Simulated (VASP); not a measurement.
# GaAs: G0W0 quasiparticle levels with PBEsol

GaAs:

```
Ga As
1.0
     0.00000    2.80122    2.80122
     2.80122    0.00000    2.80122
     2.80122    2.80122    0.00000
Ga As
1 1
Direct
  0.00000 0.00000 0.00000
  0.25000 0.25000 0.25000
```

```yaml
Program: VASP 6.6.1
Task: G0W0 quasiparticle levels
Functional: PBEsol
Potentials_or_basis: VASP PAW PBE potentials, release 64 (Ga_d_GW, As_GW)
Cutoff: 500 eV
k_mesh: 4 × 4 × 4
Occupations: gaussian, width 0.01 eV
Spin: no spin polarisation
Dipole_correction: no
GW_scheme: G0W0
GW_iterations: 1
Cutoff_of_the_response_function: 100
Frequency_points: 48
Empty_bands: 99
Further_INCAR_settings: ALGO = EVGW0; EDIFF = 1e-08; NBANDS = 108
```

```
Quasiparticle gap                                   : 1.62 eV
Least direct quasiparticle gap                      : 1.62 eV
Band gap of the starting levels on the mesh         : 0.64 eV
Least direct gap of the starting levels on the mesh : 0.64 eV
```

Run time: 2.3 min on 1 thread of Intel(R) Xeon(R) Platinum 8375C CPU @ 2.90GHz (Ice Lake) (shared host), peak memory 0.38 GiB.

Caveat: the k points lie up to 0.49 Å⁻¹ apart; bands, screening cutoff and mesh are small and nothing is extrapolated, so the quasiparticle values aren't converged.
